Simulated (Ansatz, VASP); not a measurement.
Ir: VASP beside Ansatz

```xyz
1
Lattice="0.0000 1.8813 1.9197 1.8813 0.0000 1.9197 1.8813 1.8813 0.0000" Properties=species:S:1:pos:R:3 pbc="T T T"
Ir    0.0000    0.0000    0.0000
```

Change from the starting cell: equal xx and yy strain of -2 %.

Alike in both runs: task single point; functional PBE; k mesh 15 × 15 × 15; occupations fermi-dirac, width 0.05 eV; no spin polarisation.

|  | VASP | Ansatz |
| --- | --- | --- |
| version | VASP 6.6.1 | Ansatz 0.2.0 |
| potentials or method | VASP PAW PBE potentials, release 64 (Ir), cutoff 520 eV | all-electron LAPW, scalar-relativistic |

Ansatz gave:

* pressure (GPa): 26.4
* traceless stress, the component that is largest in VASP (GPa): -5.98

**Question.** Estimate VASP's values.

**Answer.** Pressure (GPa): 27.4; traceless stress, the component that is largest in VASP (GPa): -5.96.

Ansatz ran all-electron here, and VASP with PAW potentials.

Spin-orbit coupling is off throughout.
